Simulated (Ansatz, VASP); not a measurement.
Two plane-wave programs on P

File POSCAR:

```
P
1.0
    1.7024017084      0.9828820846      3.0873818539
   -1.7024017084      0.9828820846      3.0873818539
    0.0000000000     -1.9657641692      3.0873818539
P
2
Direct
    0.7729197500      0.7729197500      0.7729197500
    0.2270802500      0.2270802500      0.2270802500
```

File INCAR.step1:

```
SYSTEM = P
ALGO = Normal
EDIFF = 1E-4
ENCUT = 520
GGA = PE
ISMEAR = 0
ISPIN = 2
LASPH = .TRUE.
LCHARG = .FALSE.
LREAL = .FALSE.
LWAVE = .TRUE.
MAGMOM = -0.06 -0.27
NBANDS = 16
NELM = 150
PREC = Accurate
SIGMA = 0.1
```

Contents of INCAR.step2:

```
SYSTEM = P
ALGO = Normal
EDIFF = 1E-7
ENCUT = 520
ISIF = 2
ISMEAR = 0
ISPIN = 2
ISTART = 1
LASPH = .TRUE.
LCHARG = .FALSE.
LMIXTAU = .TRUE.
LORBIT = 11
LREAL = .FALSE.
LWAVE = .FALSE.
MAGMOM = -0.06 -0.27
METAGGA = R2SCAN
NBANDS = 16
NELM = 150
PREC = Accurate
SIGMA = 0.1
```

File KPOINTS:

```
k-points
0
G
  9 9 9
  0 0 0
```

The input input.yaml:

```yaml
crystal:
  lattice:
    - [1.7024017084, 0.9828820846, 3.0873818539]
    - [-1.7024017084, 0.9828820846, 3.0873818539]
    - [0.0, -1.9657641692, 3.0873818539]
  atoms:
    - { symbol: P, position: [0.77291975, 0.77291975, 0.77291975], spin: -0.06 }
    - { symbol: P, position: [0.22708025, 0.22708025, 0.22708025], spin: -0.27 }
hamiltonian:
  xc: r2scan
  pseudopotentials: { kind: nc }
magnetization:
  spin_polarized: true
kpoints:
  mp_grid: { grid: [9, 9, 9] }
scf:
  occupations: { method: gaussian, width: 0.1 }
output:
  forces: true
  stress: true
  eigenvalues: true
```

Alike in both runs: task single point; functional r2SCAN; k mesh 9 × 9 × 9; occupations gaussian, width 0.1 eV; collinear spin.

|  | VASP | Ansatz |
| --- | --- | --- |
| version | VASP 6.6.1 | Ansatz 0.2.0 |
| potentials or method | VASP PAW PBE potentials, release 64 (P) | Ansatz NC |
| plane-wave cutoff (eV) | 520 | 560 |
| valence electrons in the cell | 10 | 10 |

|  | VASP | Ansatz | Ansatz less VASP |
| --- | --- | --- | --- |
| gap on the k mesh at the Fermi level (eV) | none | none | - |
| pressure (GPa) | 4.0 | 4.6 | +0.58 |
| traceless stress, the component that is largest in VASP (GPa) | -1.39 | -1.51 | -0.112 |
| rms of the force components (eV/Å) | 0.105 | 0.153 | +0.0483 |
| net moment per atom (μB) | 0.00 | 0.00 | 0.000 |

VASP's potentials were made for PBE, not for r2SCAN. Atom by atom the forces differ by 0.048 eV/Å (rms over components). A gap of «none» marks a metal or a gap that the smearing closes.
